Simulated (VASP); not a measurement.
# Ga2O3 (R-3c) in VASP: vibrations by perturbation theory with LDA

Aim: the vibrations by perturbation theory of Ga2O3 with LDA.

Everything below comes from runs of VASP 6.6.1. Logs are shortened: lines on timing, memory, paths and dates and some standing lists are left out, and cuts for length are marked.

## (1) The cell of the first run

It takes space group R-3c (No. 167, trigonal). Conventional cell: a = 4.950 Å, b = 4.950 Å, c = 13.306 Å, α = 90.00°, β = 90.00°, γ = 120.00°. Ga (site symmetry 3) has 6 O at 1.91 to 2.06 Å within 2.5 Å. O (site symmetry 2) has 4 Ga at 1.91 to 2.06 Å and 4 O at 2.60 to 2.69 Å within 2.7 Å.

## (2) Vibrations by perturbation theory, LDA

INCAR

```
ALGO     = Normal         # electronic algorithm
EDIFF    = 1E-8           # SCF threshold, eV
ENCUT    = 520            # plane-wave cutoff, eV
IBRION   = 8              # ionic algorithm
ISIF     = 2              # what is computed and relaxed
ISMEAR   = 0              # smearing method
KPAR     = 4            
LASPH    = True           # aspherical terms in the spheres
LCHARG   = False          # write CHGCAR
LEPSILON = True           # dielectric tensor by DFPT
LREAL    = False          # projectors in reciprocal space
LWAVE    = False          # write WAVECAR
NELM     = 100            # most SCF steps
NSW      = 1              # ionic steps
PREC     = Accurate       # precision mode
SIGMA    = 0.01           # smearing width, eV
```

KPOINTS

```
k-points
0
Gamma
  6 6 6
```

POSCAR

```
Ga2O3
1.0
    2.4749501546      1.4289131380      4.4353549202
   -2.4749501546      1.4289131380      4.4353549202
    0.0000000000     -2.8578262759      4.4353549202
Ga O
4 6
Direct
    0.8557741007      0.8557741007      0.8557741007
    0.6442258993      0.6442258993      0.6442258993
    0.1442258993      0.1442258993      0.1442258993
    0.3557741007      0.3557741007      0.3557741007
    0.0527748592      0.4472251408      0.7500000000
    0.7500000000      0.0527748592      0.4472251408
    0.4472251408      0.7500000000      0.0527748592
    0.9472251408      0.5527748592      0.2500000000
    0.2500000000      0.9472251408      0.5527748592
    0.5527748592      0.2500000000      0.9472251408
```

Potentials or basis: VASP PAW LDA potentials, release 64 (Ga_d, O).

On the command line:

```
$ cat potpaw_LDA.64/Ga_d/POTCAR potpaw_LDA.64/O/POTCAR > POTCAR
$ mpirun -np 4 vasp_std > vasp.out
```

OUTCAR:

```text
EDIFF = 1E-8
   ENCUT = 520
   IBRION = 8
   ISIF = 2
   ISMEAR = 0
   LASPH = True
   LEPSILON = True
   LREAL = False
   NELM = 100
   NSW = 1
   PREC = Accurate

 ion  position               nearest neighbor table
   1  0.856  0.856  0.856-   8 1.91   9 1.91  10 1.91   6 2.06   7 2.06   5 2.06   2 2.81   3 2.92
                             3 2.92   3 2.92
   2  0.644  0.644  0.644-   8 1.91  10 1.91   9 1.91   7 2.06   6 2.06   5 2.06   1 2.81   4 2.92
                             4 2.92   4 2.92
   3  0.144  0.144  0.144-   5 1.91   6 1.91   7 1.91   9 2.06  10 2.06   8 2.06   4 2.81   1 2.92
                             1 2.92   1 2.92
   4  0.356  0.356  0.356-   5 1.91   7 1.91   6 1.91  10 2.06   9 2.06   8 2.06   3 2.81   2 2.92
                             2 2.92   2 2.92
   5  0.053  0.447  0.750-   3 1.91   4 1.91   1 2.06   2 2.06
   6  0.750  0.053  0.447-   3 1.91   4 1.91   1 2.06   2 2.06
   7  0.447  0.750  0.053-   4 1.91   3 1.91   2 2.06   1 2.06
   8  0.947  0.553  0.250-   1 1.91   2 1.91   3 2.06   4 2.06
   9  0.250  0.947  0.553-   1 1.91   2 1.91   3 2.06   4 2.06
  10  0.553  0.250  0.947-   2 1.91   1 1.91   4 2.06   3 2.06

  LATTYP: Found a trigonal (rhomboedric) cell.
 ALAT       =     5.2763191992
 COS(alpha) =     0.5599512547
[... 1723 lines left out ...]
  7Y    -0.129504    1.071386    0.600327    0.242961    0.634411   -0.614648    0.179580    0.679392   -0.155905   -1.527261    4.736534    1.965017    1.239255    2.569237   -0.337644   -0.186350    4.389460    0.258165    0.915517  -15.412482   -2.806772    0.457500    0.357474    1.267365   -0.175536    0.851937   -1.778008   -1.016161    0.122651    1.602103
  7Z     0.289116    0.334133    0.905328   -0.144810   -0.417449    0.905328   -2.662517   -0.176039    1.383338   -1.178805    2.393827    1.383338   -0.342314    0.079164   -0.562591   -0.239715    0.256871   -0.562591    4.858400   -2.804999  -12.148752    1.759351    0.512927    2.416657    0.435468   -1.780106    2.416657   -2.774174    1.601670    3.863287
  8X     2.318921   -2.024616    1.224515    2.318921    2.024616   -1.224515    0.885651    0.312376   -0.701466    0.885651   -0.312376    0.701466   -0.464030   -0.000000    0.000000    0.686101   -0.459258   -1.758247    0.686101    0.459258    1.758247  -14.883908   -0.000000    0.000000    3.783296   -1.238256    0.343991    3.783296    1.238256   -0.343991
  8Y    -2.660168    3.875090   -1.809112    2.660168    3.875090   -1.809112    0.192199    0.754642    0.014321   -0.192199    0.754642    0.014321    0.000000    1.882693   -3.204206   -0.111700    0.360518    0.510643    0.111700    0.360518    0.510643   -0.000000  -16.998204    5.613543   -0.863557    2.567506    0.079479    0.863557    2.567506    0.079479
  8Z     1.483713   -2.217788    1.383338   -1.483713   -2.217788    1.383338   -0.433926    0.083315    0.905328    0.433926    0.083315    0.905328   -0.000000   -3.203341    3.863287   -1.323883    1.267179    2.416657    1.323883    1.267179    2.416657   -0.000000    5.609997  -12.148752    0.102600   -0.336035   -0.562591   -0.102600   -0.336035   -0.562591
  9X     1.457477    2.162812    0.954480    5.514619   -0.815131    2.178994    1.005882   -0.122784    0.338330    0.568907    0.009327   -0.363136    0.689145   -0.109942   -1.321353    1.296012    1.016161    2.774923    0.194682   -0.172021    0.436893    3.781565   -0.864556    0.103165  -16.469630   -0.915517   -4.861471    1.961342   -0.188349   -0.240826
  9Y     1.527261    4.736534    1.965017   -0.179580    0.679392   -0.155905   -0.242961    0.634411   -0.614648    0.129504    1.071386    0.600327   -0.457500    0.357474    1.267365    1.016161    0.122651    1.602103    0.175536    0.851937   -1.778008   -1.239255    2.569237   -0.337644   -0.915517  -15.412482   -2.806772    0.186350    4.389460    0.258165
  9Z     1.178805    2.393827    1.383338    2.662517   -0.176039    1.383338    0.144810   -0.417449    0.905328   -0.289116    0.334133    0.905328   -1.759351    0.512927    2.416657    2.774174    1.601670    3.863287   -0.435468   -1.780106    2.416657    0.342314    0.079164   -0.562591   -4.858400   -2.804999  -12.148752    0.239715    0.256871   -0.562591
 10X     5.514619    0.815131   -2.178994    1.457477   -2.162812   -0.954480    0.568907   -0.009327    0.363136    1.005882    0.122784   -0.338330    0.689145    0.109942    1.321353    0.194682    0.172021   -0.436893    1.296012   -1.016161   -2.774923    3.781565    0.864556   -0.103165    1.961342    0.188349    0.240826  -16.469630    0.915517    4.861471
 10Y     0.179580    0.679392   -0.155905   -1.527261    4.736534    1.965017   -0.129504    1.071386    0.600327    0.242961    0.634411   -0.614648    0.457500    0.357474    1.267365   -0.175536    0.851937   -1.778008   -1.016161    0.122651    1.602103    1.239255    2.569237   -0.337644   -0.186350    4.389460    0.258165    0.915517  -15.412482   -2.806772
 10Z    -2.662517   -0.176039    1.383338   -1.178805    2.393827    1.383338    0.289116    0.334133    0.905328   -0.144810   -0.417449    0.905328    1.759351    0.512927    2.416657    0.435468   -1.780106    2.416657   -2.774174    1.601670    3.863287   -0.342314    0.079164   -0.562591   -0.239715    0.256871   -0.562591    4.858400   -2.804999  -12.148752

 Eigenvectors and eigenvalues of the dynamical matrix
   1 f  =   21.056676 THz   132.302997 2PiTHz  702.375106 cm-1    87.083375 meV
   2 f  =   20.691221 THz   130.006778 2PiTHz  690.184854 cm-1    85.571977 meV
   3 f  =   20.691221 THz   130.006778 2PiTHz  690.184854 cm-1    85.571977 meV
   4 f  =   18.654267 THz   117.208215 2PiTHz  622.239364 cm-1    77.147814 meV
   5 f  =   17.118508 THz   107.558760 2PiTHz  571.011972 cm-1    70.796430 meV
   6 f  =   17.066568 THz   107.232412 2PiTHz  569.279448 cm-1    70.581624 meV
[... 19 lines left out ...]
  26 f  =    6.552024 THz    41.167583 2PiTHz  218.552008 cm-1    27.096983 meV
  27 f  =    4.901725 THz    30.798447 2PiTHz  163.503947 cm-1    20.271897 meV
  28 f/i=    0.001009 THz     0.006339 2PiTHz    0.033654 cm-1     0.004173 meV
  29 f/i=    0.008592 THz     0.053982 2PiTHz    0.286584 cm-1     0.035532 meV
  30 f/i=    0.008592 THz     0.053982 2PiTHz    0.286584 cm-1     0.035532 meV

 MACROSCOPIC STATIC DIELECTRIC TENSOR IONIC CONTRIBUTION
 ------------------------------------------------------
           7.625872     0.000000     0.000000
           0.000000     7.625872     0.000000
           0.000000     0.000000    12.636503
 ------------------------------------------------------

 ELASTIC MODULI CONTR FROM IONIC RELAXATION (kBar)
 Direction    XX          YY          ZZ          XY          YZ          ZX
 --------------------------------------------------------------------------------
 XX        -327.4676    220.9414    119.8445      0.0000    131.1697     -0.0000
 YY         220.9414   -327.4676    119.8445     -0.0000   -131.1697      0.0000
 ZZ         119.8445    119.8445   -270.9580      0.0000     -0.0000     -0.0000
 XY           0.0000     -0.0000      0.0000   -274.2319     -0.0000    128.9284
 YZ         131.1697   -131.1697     -0.0000     -0.0000   -189.6285      0.0000
 ZX          -0.0000      0.0000     -0.0000    128.9284      0.0000   -186.3720
 --------------------------------------------------------------------------------

 PIEZOELECTRIC TENSOR IONIC CONTR  for field in x, y, z        (C/m^2)
          XX          YY          ZZ          XY          YZ          ZX
  --------------------------------------------------------------------------------
  x    -0.00000     0.00000    -0.00000    -0.00000     0.00000     0.00000
  y     0.00000    -0.00000    -0.00000     0.00000    -0.00000     0.00000
  z     0.00000     0.00000    -0.00000     0.00000    -0.00000    -0.00000
```

OSZICAR:

```text
N       E                     dE             d eps       ncg     rms          rms(c)
DAV:   1     0.120863074363E+04    0.12086E+04   -0.40499E+04  3828   0.320E+03
DAV:   2     0.186782045883E+03   -0.10218E+04   -0.97937E+03  3464   0.823E+02
DAV:   3    -0.566487850285E+02   -0.24343E+03   -0.23717E+03  3808   0.268E+02
[... 271 lines left out ...]
RMM:  11    -0.365498912335E+00    0.20101E-07   -0.12377E-07 24602   0.405E-04    0.460E-06
RMM:  12    -0.365498956116E+00   -0.43781E-07   -0.11952E-07 25213   0.389E-04    0.154E-06
RMM:  13    -0.365498948593E+00    0.75238E-08   -0.10575E-07 25487   0.386E-04    0.593E-07
RMM:  14    -0.365498950463E+00   -0.18706E-08   -0.10839E-07 25750   0.385E-04    0.229E-07
RMM:  15    -0.365498948937E+00    0.15260E-08   -0.89738E-08 25232   0.385E-04    0.112E-07
 Linear response finished
```

stdout:

```text
POSCAR found type information on POSCAR GaO
 POSCAR found :  2 types and      10 ions
 scaLAPACK will be used
 LDA part: xc-table for (Slater(with rela. corr.)+CA(PZ))
 , standard interpolation
 POSCAR, INCAR and KPOINTS ok, starting setup
 FFT: planning ... GRIDC
 FFT: planning ... GRID_SOFT
 FFT: planning ... GRID
[... 41 lines left out ...]
 first order change of Fermi-energy   0.16795E+00
 force on displaced ion       5 direction 1 : -14.884  -0.000   0.000
 Born effective charge ion    5 direction 1 :  -2.281   0.000   0.000
 Linear response progress:
 first order change of Fermi-energy  -0.17580E+00
 force on displaced ion       5 direction 2 :  -0.001 -16.998   5.614
 Born effective charge ion    5 direction 2 :   0.000  -2.065   0.506
 Linear response progress:
 first order change of Fermi-energy   0.21656E-01
 force on displaced ion       5 direction 3 :  -0.000   5.610 -12.149
 Born effective charge ion    5 direction 3 :  -0.000   0.345  -2.134
 Born effective charges drift removed
 Linear response finished
```

Wall time 19 min (4 MPI ranks of Intel Xeon Platinum 8488C (Sapphire Rapids), shared host); peak memory 1.1 GiB.

Results:

| Item | Value |
| --- | --- |
| Electronic dielectric tensor (diagonal) | 4.28, 4.28, 4.15 |
| Born charges (mean of the diagonal) | Ga +3.24; O -2.16 e |
| Highest phonon frequency at Γ, LO-TO splitting left out | 702 cm⁻¹ |

Phonon frequencies in cm⁻¹ (negative: imaginary):
```tsv
q point	frequencies
(0.000, 0.000, 0.000)	0 0 0 164 219 227 227 241 241 282 292 292 323 323 338 338 340 440 440 470 483 483 551 569 569 571 622 690 690 702
```

Electronic dielectric tensor:
```
4.28 0.00 0.00
0.00 4.28 0.00
0.00 0.00 4.15
```

Born effective charge tensors (e):
atom 1, Ga
```
 3.26 -0.04  0.00
 0.04  3.26  0.00
 0.00  0.00  3.20
```
atom 2, Ga
```
 3.26  0.04  0.00
-0.04  3.26  0.00
 0.00  0.00  3.20
```
atom 3, Ga
```
 3.26 -0.04  0.00
 0.04  3.26  0.00
 0.00  0.00  3.20
```
atom 4, Ga
```
 3.26  0.04  0.00
-0.04  3.26  0.00
 0.00  0.00  3.20
```
atom 5, O
```
-2.28  0.00  0.00
 0.00 -2.06  0.34
 0.00  0.51 -2.13
```
atom 6, O
```
-2.12  0.09 -0.30
 0.09 -2.23 -0.17
-0.44 -0.25 -2.13
```
atom 7, O
```
-2.12 -0.09  0.30
-0.09 -2.23 -0.17
 0.44 -0.25 -2.13
```
atom 8, O
```
-2.28  0.00  0.00
 0.00 -2.06  0.34
 0.00  0.51 -2.13
```
atom 9, O
```
-2.12  0.09 -0.30
 0.09 -2.23 -0.17
-0.44 -0.25 -2.13
```
atom 10, O
```
-2.12 -0.09  0.30
-0.09 -2.23 -0.17
 0.44 -0.25 -2.13
```

Caveat: the cell stands under pressure or tension, which shifts response properties.
